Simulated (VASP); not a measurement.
# SbTe2O (P4/mmm) in VASP: a series of runs, part 2 of 2

VASP 6.6.1.

**4. Relaxation of cell and atoms, PBE**

This run uses another cell than the first one, of 22.01 Å³/atom.

File INCAR:

```
PREC = Accurate
ENCUT = 600
EDIFF = 1E-6
ISMEAR = 0
SIGMA = 0.1
LREAL = False
LASPH = True
NELM = 100
ALGO = Normal
ISIF = 3
LWAVE = False
LCHARG = False
GGA = PE
IBRION = 2
NSW = 100
EDIFFG = -0.01
```

File KPOINTS:

```
regular mesh
0
Gamma
  14 14 6
```

File POSCAR:

```
SbTe2O
1.0
    3.2357857068      0.0000000000      0.0000000000
    0.0000000000      3.2357857068      0.0000000000
    0.0000000000      0.0000000000      8.4095299233
Sb Te O
1 2 1
Direct
    0.0000000000      0.0000000000      0.5000000000
    0.5000000000      0.5000000000      0.1717284777
    0.5000000000      0.5000000000      0.8282715223
    0.0000000000      0.0000000000      0.0000000000
```

Potentials or basis: VASP PAW PBE potentials, release 64 (Sb, Te, O).

Run with:

```console
cat potpaw_PBE.64/Sb/POTCAR potpaw_PBE.64/Te/POTCAR potpaw_PBE.64/O/POTCAR > POTCAR
mpirun -np 1 vasp_std > vasp.out
```

OUTCAR:

```text
PREC = Accurate
   ENCUT = 600
   EDIFF = 1E-6
   ISMEAR = 0
   LREAL = False
   LASPH = True
   NELM = 100
   ISIF = 3
   GGA = PE
   IBRION = 2
   NSW = 100
   EDIFFG = -0.01

 ion  position               nearest neighbor table
   1  0.000  0.000  0.500-   2 3.59   3 3.59   2 3.59   3 3.59   2 3.59   3 3.59   2 3.59   3 3.59

   2  0.500  0.500  0.172-   4 2.71   4 2.71   4 2.71   4 2.71   3 2.89   1 3.59   1 3.59   1 3.59
                             1 3.59
   3  0.500  0.500  0.828-   4 2.71   4 2.71   4 2.71   4 2.71   2 2.89   1 3.59   1 3.59   1 3.59
                             1 3.59
   4  0.000  0.000  0.000-   2 2.71   3 2.71   2 2.71   3 2.71   2 2.71   3 2.71   2 2.71   3 2.71

  LATTYP: Found a simple tetragonal cell.
 ALAT       =     3.2357857068
 C/A-ratio  =     2.5989143551

  Lattice vectors:

[... 426 lines left out ...]
 fundamental gap:      0.0136295501
 Fermi energy:         8.2434396275

 k-point     1 :       0.0000    0.0000    0.0000
  band No.  band energies     occupation
      1     -10.1053      2.00000
      2      -4.5548      2.00000
      3      -4.5254      2.00000
      4      -2.3402      2.00000
      5       3.8753      2.00000
      6       4.4841      2.00000
      7       4.9970      2.00000
      8       4.9970      2.00000
      9       6.9195      2.00000
     10       9.9708      0.00000
     11       9.9708      0.00000
     12      10.1723      0.00000
     13      10.1723      0.00000
     14      11.8339      0.00000
[... 401 lines left out ...]
      2      -3.9171      2.00000
      3      -2.6045      2.00000
      4      -0.8440      2.00000
      5       2.9915      2.00000
      6       3.4125      2.00000
      7       3.5095      2.00000
      8       5.6917      2.00000
      9       5.8671      2.00000
     10       5.9792      2.00000
     11       7.2017      2.00000
     12       7.7877      2.00000
     13       8.3323      0.20878
     14       8.9028      0.00000
     15       9.8578      0.00000

 [... further k-points ...]
[... 5 lines left out ...]
  --------------------------------------------------------------------------------------
  -------------------------------------------------------------------------------------
  Total        0.0084036      0.0084036     -0.0116813      0.0000000      0.0000000      0.0000000
  in kB        0.1523492      0.1523492     -0.2117714      0.0000000      0.0000000      0.0000000
  external PRESSURE =       0.0309757 kB  Pullay stress =       0.0000000 kB
[... 19 lines left out ...]
  FREE ENERGIE OF THE ION-ELECTRON SYSTEM (eV)
  ---------------------------------------------------
  free  energy   TOTEN  =       -14.0252092371 eV

  energy  without entropy=      -14.0123403131  energy(sigma->0) =      -14.01877478

 reached required accuracy - stopping structural energy minimisation
```

Wall time 6.6 min (1 thread of Intel Xeon 6975P-C (Granite Rapids), shared host); peak memory 0.44 GiB.

Results:

```yaml
Free_energy: -14.0252 eV
Relaxed_volume: 22.09 Å³/atom
Relaxed_cell: a = 3.223 Å, b = 3.223 Å, c = 8.507 Å, α = 90.00°, β = 90.00°, γ = 90.00°
Space_group_after_relaxing_to_0.1_Å: P4/mmm (No. 123)
Energy_gained_by_relaxing: 0.3 meV/atom
Ionic_steps: 7
Pressure_after_relaxing: 0.0 GPa
Largest_force_after_relaxing: 0.004 eV/Å
Band_gap_on_the_k_mesh: zero (an odd number of electrons rules out a gap without spin polarisation)
```

Forces in eV/Å, atoms in the order of the input:
```
Sb   0.000  0.000  0.000
Te   0.000  0.000 -0.004
Te   0.000  0.000  0.004
O    0.000  0.000  0.000
```

Step by step:
| step | energy change (eV) | largest force (eV/Å) | pressure (GPa) | volume (Å³) |
| --- | --- | --- | --- | --- |
| 1 | 0.0000 | 0.0122 | 0.06 | 88.05 |
| 2 | -0.0005 | 0.0224 | -0.07 | 88.16 |
| 3 | -0.0007 | 0.0470 | -0.16 | 88.24 |
| 4 | -0.0010 | 0.0305 | 0.08 | 88.03 |
| 5 | -0.0010 | 0.0290 | 0.09 | 88.01 |
| 6 | -0.0012 | 0.0227 | 0.07 | 88.10 |
| 7 | -0.0014 | 0.0036 | 0.00 | 88.38 |

Final structure:
```
CELL_PARAMETERS angstrom
3.22314 0.00000 0.00000
0.00000 3.22314 0.00000
0.00000 0.00000 8.50699
ATOMIC_POSITIONS crystal
Sb 0.00000 0.00000 0.50000
Te 0.50000 0.50000 0.17057
Te 0.50000 0.50000 0.82943
O 0.00000 0.00000 0.00000
```

Levels at points of the mesh, in eV from the Fermi level:
```tsv
k point	band 8	band 9	band 10	band 11	band 12	band 13	band 14	band 15
(0.00, 0.00, 0.00)	-3.25	-1.32	1.73	1.73	1.93	1.93	3.59	3.92
(0.50, 0.00, 0.00)	-3.08	-2.36	-1.90	-0.22	0.20	1.29	1.91	3.09
(0.50, 0.50, 0.00)	-3.66	-3.24	-3.06	-3.06	-2.86	-0.08	-0.08	0.31
(0.00, 0.00, 0.50)	-2.85	0.30	1.29	1.38	1.38	2.42	2.42	3.79
(0.50, 0.00, 0.50)	-4.61	-2.36	-0.41	-0.28	-0.19	1.65	1.92	3.07
(0.50, 0.50, 0.50)	-4.23	-3.16	-2.65	-1.96	-1.96	-0.83	-0.83	0.02
```

Caveat: the highest band is partly filled, so the run has too few bands; spin-orbit coupling is left out, which moves the levels of the heavy elements; an odd number of electrons without spin polarisation forces a metal; a magnetic or distorted state may lie lower.

**5. Summary**

| task | cell | k mesh | cutoff (eV) | gap on the mesh (eV) | pressure (GPa) | relaxed volume (Å³/atom) | largest force (eV/Å) |
| --- | --- | --- | --- | --- | --- | --- | --- |
| relaxation of cell and atoms | relaxed from a = 3.399, b = 3.399, c = 9.239 Å, 4 atoms, atomic positions A | 6 × 6 × 2 | 600 | - | 0.0 | 21.86 | 0.02 |
| single point | a = 3.228, b = 3.228, c = 8.512 Å, 4 atoms, atomic positions B | 14 × 14 × 6 | 520 | none | -0.2 | - | 0.01 |
| relaxation of cell and atoms | relaxed from a = 3.236, b = 3.236, c = 8.410 Å, 4 atoms, atomic positions C | 14 × 14 × 6 | 600 | none | 0.0 | 22.09 | - |

Alike in all rows: level PBE; potentials or basis VASP PAW PBE potentials, release 64 (Sb, Te, O); no spin polarisation; smearing gaussian 0.1 eV.

Caveats: spin-orbit coupling is left out, which moves the levels of the heavy elements; the highest band is partly filled, so the run has too few bands (at least some runs); an odd number of electrons without spin polarisation forces a metal (at least some runs); a magnetic or distorted state may lie lower (at least some runs); the volume moved by over 15 % at a fixed basis, so the end points are rough (at least some runs).

Total energies depend on the potentials used, so only differences within one code and one set of settings carry meaning.
